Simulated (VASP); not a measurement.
# PtS2 (P-3m1) in VASP: a series of runs

Runs on PtS2. Level: PBE+D3(BJ). Tasks: single point, relaxation of cell and atoms.

All numbers are computed with VASP 6.6.1; they aren't measurements. Logs are shortened: lines on timing, memory, paths and dates and some standing lists are left out, and cuts for length are marked.

**1. The cell of the first run**

The structure is trigonal, space group P-3m1 (No. 164). Conventional cell: a = 3.583 Å, b = 3.583 Å, c = 4.669 Å, α = 90.00°, β = 90.00°, γ = 120.00°. Within 3.2 Å of Pt (site symmetry -3m) lie 6 S at 2.39 Å. Within 3.2 Å of S (site symmetry 3m) lie 3 Pt at 2.39 Å and 6 S at 3.06 to 3.18 Å.

**2. Single point, PBE+D3(BJ)**

INCAR reads:

```
PREC = Accurate
ENCUT = 520
EDIFF = 1E-7
ISMEAR = 0
SIGMA = 0.01
LREAL = False
LASPH = True
NELM = 60
ALGO = Normal
ISIF = 2
LWAVE = False
LCHARG = False
GGA = PE
IVDW = 12
NBANDS = 18
```

KPOINTS reads:

```
Automatic mesh
0
Gamma
  12 12 8
```

POSCAR reads:

```
PtS2
1.0
    3.5830011640      0.0000000000      0.0000000000
   -1.7915005820      3.1029700298      0.0000000000
    0.0000000000      0.0000000000      4.6693270288
Pt S
1 2
Direct
    0.0000000000      0.0000000000      0.0000000000
    0.3333333333      0.6666666667      0.2583486715
    0.6666666667      0.3333333333      0.7416513285
```

Potentials or basis: VASP PAW PBE potentials, release 64 (Pt, S).

The run is started by

```console
> cat potpaw_PBE.64/Pt/POTCAR potpaw_PBE.64/S/POTCAR > POTCAR
> mpirun -np 1 vasp_std > vasp.out
```

OUTCAR:

```text
PREC = Accurate
   ENCUT = 520
   EDIFF = 1E-7
   ISMEAR = 0
   LREAL = False
   LASPH = True
   NELM = 60
   ISIF = 2
   GGA = PE
   IVDW = 12
 IVDW          = 12

 ion  position               nearest neighbor table
   1  0.000  0.000  0.000-   2 2.39   3 2.39   2 2.39   3 2.39   3 2.39   2 2.39
   2  0.333  0.667  0.258-   1 2.39   1 2.39   1 2.39
   3  0.667  0.333  0.742-   1 2.39   1 2.39   1 2.39

  LATTYP: Found a hexagonal cell.
 ALAT       =     3.5830011640
 C/A-ratio  =     1.3031888116

  Lattice vectors:

 A1 = (   3.5830011640,   0.0000000000,   0.0000000000)
 A2 = (  -1.7915005820,   3.1029700298,   0.0000000000)
 A3 = (   0.0000000000,   0.0000000000,   4.6693270288)

Analysis of symmetry for initial positions (statically):
=====================================================================
 Subroutine PRICEL returns:
 Original cell was already a primitive cell.

 Routine SETGRP: Setting up the symmetry group for a
 hexagonal supercell.

 Subroutine GETGRP returns: Found 12 space group operations
 (whereof 12 operations were pure point group operations)
 out of a pool of 24 trial point group operations.

The static configuration has the point symmetry D_3d.

Analysis of symmetry for dynamics (positions and initial velocities):
=====================================================================
 Subroutine PRICEL returns:
 Original cell was already a primitive cell.

 Routine SETGRP: Setting up the symmetry group for a
 hexagonal supercell.

 Subroutine GETGRP returns: Found 12 space group operations
 (whereof 12 operations were pure point group operations)
 out of a pool of 24 trial point group operations.

The dynamic configuration has the point symmetry D_3d.

 Subroutine INISYM returns: Found 12 space group operations
 (whereof 12 operations are pure point group operations),
 and found     1 'primitive' translations

----------------------------------------------------------------------------------------

                                     Primitive cell

  volume of cell :      51.9133

  direct lattice vectors                    reciprocal lattice vectors
     3.583001164  0.000000000  0.000000000     0.279095639  0.161135942  0.000000000
    -1.791500582  3.102970030  0.000000000     0.000000000  0.322271885  0.000000000
     0.000000000  0.000000000  4.669327029     0.000000000  0.000000000  0.214163624

  length of vectors
[... 84 lines left out ...]
   EDIFF  = 0.1E-06   stopping-criterion for ELM
   LREAL  =      F    real-space projection
   EDIFFG = 0.1E-05   stopping-criterion for IOM
   NSW    =      0    number of steps for IOM
   IBRION =     -1    ionic relax: 0-MD 1-quasi-New 2-CG
   NFREE  =      0    steps in history (QN), initial steepest desc. (CG)
   ISIF   =      2    stress and relaxation
   ISYM   =      2    0-nonsym 1-usesym 2-fastsym
   POTIM  = 0.5000    time-step for ionic-motion
   TEBEG  =    0.0;   TEEND  =   0.0 temperature during run
   PSTRESS=    0.0 pullay stress
   NELECT =      22.0000    total number of electrons
   NUPDOWN=      -1.0000    fix difference up-down
   EMIN   =  10.00;   EMAX   =-10.00  energy-range for DOS
   EFERMI =   0.00;   METHOD = LEGACY
   ISMEAR =     0;   SIGMA  =   0.01  broadening in eV -4-tet -1-fermi 0-gaus
   EFERMI_NEDOS =   21; number of points for ismear=-14 and -15
   IALGO  =     38    algorithm
   IMIX   =      4    mixing-type and parameters
     AMIX     =   0.40;   BMIX     =  1.00
     AMIX_MAG =   1.60;   BMIX_MAG =  1.00
  volume/ion in A,a.u.               =      17.30       116.78
  Fermi-wavevector in a.u.,A,eV,Ry     =   1.229672  2.323744 20.573293  1.512094
  Thomas-Fermi vector in A             =   2.364551
   LORBIT       =      0    0 simple, 1 ext, 2 COOP (PROOUT), +10 PAW based schemes
   GGA     = PE    functional components
   LHFCALC =     F    Hartree Fock is set to
   AEXX    =    0.0000 exact exchange contribution
   IVDW    =    12    specifies the selected vdW correction
   LEPSILON=     F    determine dielectric tensor
   LRPA    =     F    only Hartree local field effects (RPA)
 non-spin polarized calculation
 Gauss-broadening in eV      SIGMA  =   0.01
  energy-cutoff  :      520.00
  volume of cell :       51.91
 maximum number of plane-waves:      1427
 NGX is ok and might be reduce to    28
   NGX = 13   NGY = 13   NGZ = 17

 number of electron      21.9999997 magnetization

 Free energy of the ion-electron system (eV)
  ---------------------------------------------------
  ext. energy  EPLUGINS =         0.00000000
  ---------------------------------------------------
  free energy    TOTEN  =       -15.31804903 eV

  energy without entropy =      -15.31804903  energy(sigma->0) =      -15.31804903

 E-fermi :   8.0167     XC(G=0): -11.0350

 val. band max:        7.9775043087   @ k =   0.0000   0.0000   0.0000
 cond. band min:       8.0571046495   @ k =   0.0000   0.3333   0.2500
 fundamental gap:      0.0796003409
 Fermi energy:         8.0167002009

 k-point     1 :       0.0000    0.0000    0.0000
  band No.  band energies     occupation
      1      -8.0020      2.00000
      2      -4.5895      2.00000
      3       0.3239      2.00000
      4       0.8711      2.00000
      5       0.8711      2.00000
      6       3.7104      2.00000
[... 481 lines left out ...]
      5       1.5267      2.00000
      6       2.9959      2.00000
[... 10 lines left out ...]
     17      16.7440      0.00000
     18      17.0257      0.00000

 [... further k-points ...]

------------------------ aborting loop because EDIFF is reached ----------------------------------------

 Edisp (eV)   -1.35223

 E8    (eV) :    -0.5429

  FORCE on cell =-STRESS in cart. coord.  units (eV):
  Direction    XX          YY          ZZ          XY          YZ          ZX
  --------------------------------------------------------------------------------------
  -------------------------------------------------------------------------------------
  Total      -0.17754    -0.17754    -0.10528     0.00000    -0.00000     0.00000
  in kB      -5.47945    -5.47945    -3.24907     0.00000    -0.00000     0.00000
  external pressure =       -4.74 kB  Pullay stress =        0.00 kB

 VOLUME and BASIS-vectors are now :
 -----------------------------------------------------------------------------
  energy-cutoff  :      520.00
  volume of cell :       51.91
      direct lattice vectors                 reciprocal lattice vectors
     3.583001164  0.000000000  0.000000000     0.279095639  0.161135942  0.000000000
    -1.791500582  3.102970030  0.000000000     0.000000000  0.322271885  0.000000000
     0.000000000  0.000000000  4.669327029     0.000000000  0.000000000  0.214163624

 POSITION                                       TOTAL-FORCE (eV/Angst)
 -----------------------------------------------------------------------------------
      0.00000      0.00000      0.00000         0.000000      0.000000      0.000000
     -0.00000      2.06865      1.20631        -0.000000      0.000000     -0.037303
      1.79150      1.03432      3.46301         0.000000     -0.000000      0.037303
 -----------------------------------------------------------------------------------
    total drift:                               -0.000000      0.000000      0.000000

  FREE ENERGIE OF THE ION-ELECTRON SYSTEM (eV)
  ---------------------------------------------------
  free  energy   TOTEN  =       -16.6702764497 eV

  energy  without entropy=      -16.6702764497  energy(sigma->0) =      -16.67027645
```

stdout:

```text
POSCAR found type information on POSCAR PtS
 POSCAR found :  2 types and       3 ions
 scaLAPACK will be used
 LDA part: xc-table for (Slater+PW92), standard interpolation
 POSCAR, INCAR and KPOINTS ok, starting setup
 FFT: planning ... GRIDC
 FFT: planning ... GRID_SOFT
 FFT: planning ... GRID
 WAVECAR not read
 entering main loop
```

It took 92 s on 1 thread of Intel Xeon Platinum 8259CL at 2.50GHz (Skylake/Cascade Lake), shared host; peak memory 0.27 GiB.

What came out:

```
Free energy                : -16.6703 eV
Pressure                   : -0.5 GPa
Largest force              : 0.037 eV/Å
Band gap on the k mesh     : 0.08 eV (least direct gap 0.69 eV)
Dispersion energy per atom : -0.451 eV
```

Forces on the atoms (eV/Å):
```
Pt   0.000  0.000  0.000
S    0.000  0.000 -0.037
S    0.000  0.000  0.037
```

Caveat: spin-orbit coupling is left out, which moves the levels of the heavy elements. A k mesh can miss the band edges.

**3. Relaxation of cell and atoms, PBE+D3(BJ)**

This run uses another cell than the first one, of 17.49 Å³/atom.

INCAR reads:

```
SYSTEM = PtS2
PREC = Accurate ; ENCUT = 600
EDIFF = 1E-7 ; ISMEAR = 0
SIGMA = 0.01 ; LREAL = .False.
LASPH = .True. ; NELM = 100
ALGO = Normal ; ISIF = 3
LWAVE = .False. ; LCHARG = .False.
GGA = PE ; IVDW = 12
IBRION = 2 ; NSW = 50
EDIFFG = -0.003
```

KPOINTS reads:

```
Automatic mesh
0
Gamma
  12 12 8
  0 0 0
```

POSCAR reads:

```
PtS2
1.0
    3.5973976593      0.0000000000      0.0000000000
   -1.7986988297      3.1154377604      0.0000000000
    0.0000000000      0.0000000000      4.6826486866
Pt S
1 2
Direct
    0.0000000000      0.0000000000      0.0000000000
    0.3333333333      0.6666666667      0.2586282043
    0.6666666667      0.3333333333      0.7413717957
```

Potentials or basis: VASP PAW PBE potentials, release 64 (Pt, S).

The run is started by

```console
> cat potpaw_PBE.64/Pt/POTCAR potpaw_PBE.64/S/POTCAR > POTCAR
> mpirun -np 1 vasp_std > vasp.out
```

OUTCAR:

```text
SYSTEM = PtS2
   PREC = Accurate
   ENCUT = 600
   EDIFF = 1E-7
   ISMEAR = 0
   LREAL = .False.
   LASPH = .True.
   NELM = 100
   ISIF = 3
   GGA = PE
   IVDW = 12
   IBRION = 2
   NSW = 50
   EDIFFG = -0.003
 IVDW          = 12

 ion  position               nearest neighbor table
   1  0.000  0.000  0.000-   2 2.40   3 2.40   2 2.40   3 2.40   3 2.40   2 2.40
   2  0.333  0.667  0.259-   1 2.40   1 2.40   1 2.40
   3  0.667  0.333  0.741-   1 2.40   1 2.40   1 2.40

  LATTYP: Found a hexagonal cell.
 ALAT       =     3.5973976593
 C/A-ratio  =     1.3016766925

  Lattice vectors:

 A1 = (   3.5973976593,   0.0000000000,   0.0000000000)
 A2 = (  -1.7986988297,   3.1154377604,   0.0000000000)
 A3 = (   0.0000000000,   0.0000000000,   4.6826486866)

Analysis of symmetry for initial positions (statically):
=====================================================================
 Subroutine PRICEL returns:
 Original cell was already a primitive cell.

 Routine SETGRP: Setting up the symmetry group for a
 hexagonal supercell.

 Subroutine GETGRP returns: Found 12 space group operations
 (whereof 12 operations were pure point group operations)
 out of a pool of 24 trial point group operations.

The static configuration has the point symmetry D_3d.

Analysis of symmetry for dynamics (positions and initial velocities):
[... 161 lines left out ...]
  free energy    TOTEN  =       -15.32867826 eV

  energy without entropy =      -15.32867826  energy(sigma->0) =      -15.32867826

------------------------ aborting loop because EDIFF is reached ----------------------------------------

 Edisp (eV)   -1.33731

 E8    (eV) :    -0.5370
[... 278 lines left out ...]
--------------------------------------- Ionic step        8  -------------------------------------------

 number of electron      22.0000002 magnetization

 Free energy of the ion-electron system (eV)
  ---------------------------------------------------
  ext. energy  EPLUGINS =         0.00000000
  ---------------------------------------------------
  free energy    TOTEN  =       -15.31676856 eV

  energy without entropy =      -15.31676856  energy(sigma->0) =      -15.31676856

 E-fermi :   8.0447     XC(G=0): -11.0415

 val. band max:        7.9970005570   @ k =   0.0000   0.0000   0.0000
 cond. band min:       8.0896318382   @ k =   0.0000   0.3333   0.2500
 fundamental gap:      0.0926312812
 Fermi energy:         8.0446639912

 k-point     1 :       0.0000    0.0000    0.0000
  band No.  band energies     occupation
      1      -7.9961      2.00000
      2      -4.5757      2.00000
      3       0.3298      2.00000
      4       0.8742      2.00000
      5       0.8742      2.00000
      6       3.7203      2.00000
      7       3.7203      2.00000
      8       5.4770      2.00000
      9       6.3685      2.00000
     10       6.3685      2.00000
     11       7.9970      2.00000
     12       9.1491      0.00000
     13       9.1491      0.00000
     14      11.6019      0.00000
[... 401 lines left out ...]
      2      -4.9401      2.00000
      3       0.5967      2.00000
      4       1.0632      2.00000
      5       1.5306      2.00000
      6       3.0069      2.00000
      7       3.5326      2.00000
      8       4.6879      2.00000
      9       5.9422      2.00000
     10       6.3719      2.00000
     11       7.6548      2.00000
     12       8.8693      0.00000
     13       9.0331      0.00000
     14      12.8527      0.00000
     15      13.6681      0.00000

 [... further k-points ...]

------------------------ aborting loop because EDIFF is reached ----------------------------------------

 Edisp (eV)   -1.35439

 E8    (eV) :    -0.5437
[... 26 lines left out ...]
  FREE ENERGIE OF THE ION-ELECTRON SYSTEM (eV)
  ---------------------------------------------------
  free  energy   TOTEN  =       -16.6711635110 eV

  energy  without entropy=      -16.6711635110  energy(sigma->0) =      -16.67116351

 reached required accuracy - stopping structural energy minimisation
```

OSZICAR:

```text
N       E                     dE             d eps       ncg     rms          rms(c)
DAV:   1     0.129444610818E+03    0.12944E+03   -0.11571E+04  3930   0.148E+03
[... 69 lines left out ...]
   7 F= -.16671158E+02 E0= -.16671158E+02  d E =-.553401E-05
       N       E                     dE             d eps       ncg     rms          rms(c)
DAV:   1    -0.153167788274E+02    0.10020E-03   -0.67794E-04  3972   0.193E-01    0.244E-02
DAV:   2    -0.153167704108E+02    0.84166E-05   -0.26014E-05  4546   0.371E-02    0.102E-02
DAV:   3    -0.153167687663E+02    0.16445E-05   -0.50151E-06  4756   0.176E-02    0.460E-03
DAV:   4    -0.153167685547E+02    0.21153E-06   -0.73202E-07  4693   0.687E-03    0.193E-03
DAV:   5    -0.153167685578E+02   -0.30007E-08   -0.89896E-08  2161   0.314E-03
   8 F= -.16671164E+02 E0= -.16671164E+02  d E =-.519085E-05
```

CONTCAR:

```text
PtS2
   1.00000000000000
     3.5793524533087338    0.0000000000002895   -0.0000000000000000
    -1.7896762267038653    3.0998101535959255    0.0000000000000000
    -0.0000000000000000   -0.0000000000000000    4.6711693986059526
  Pt              S
     1     2
Direct
     1.0000000000000000    0.0000000000000000    0.0000000000000000
     0.3333333332999970    0.6666666667000030    0.2580205099347057
     0.6666666667000030    0.3333333332999970    0.7419794900652943

  0.00000000E+00  0.00000000E+00  0.00000000E+00
  0.00000000E+00  0.00000000E+00  0.00000000E+00
  0.00000000E+00  0.00000000E+00  0.00000000E+00
```

Run time: 8.4 min. Hardware: 1 thread of Intel Xeon Platinum 8259CL at 2.50GHz (Skylake/Cascade Lake), shared host; peak memory 0.29 GiB.

Results:

| Item | Value |
| --- | --- |
| Free energy | -16.6712 eV |
| Relaxed volume | 17.28 Å³/atom |
| Relaxed cell | a = 3.579 Å, b = 3.579 Å, c = 4.671 Å, α = 90.00°, β = 90.00°, γ = 120.00° |
| Space group after relaxing (to 0.1 Å) | P-3m1 (No. 164) |
| Energy gained by relaxing | 1.7 meV/atom |
| Ionic steps | 8 |
| Pressure after relaxing | 0.0 GPa |
| Band gap on the k mesh | 0.09 eV (least direct gap 0.70 eV) |
| Dispersion energy per atom | -0.451 eV |

The path:
```csv
step,energy change (eV),largest force (eV/Å),pressure (GPa),volume (Å³)
1,0.0000,0.1753,-2.11,52.48
2,0.0096,0.3281,3.86,50.75
3,-0.0052,0.0043,0.00,51.83
4,-0.0052,0.0081,0.04,51.81
5,-0.0052,0.0034,-0.05,51.84
6,-0.0052,0.0006,-0.02,51.83
7,-0.0052,0.0003,-0.02,51.83
8,-0.0052,0.0012,0.00,51.83
```

Final structure:
```
Pt S
1.0
     3.57935    0.00000    0.00000
    -1.78968    3.09981    0.00000
     0.00000    0.00000    4.67117
Pt S
1 2
Direct
  0.00000 0.00000 0.00000
  0.33333 0.66667 0.25802
  0.66667 0.33333 0.74198
```

Caveat: spin-orbit coupling is left out, which moves the levels of the heavy elements.
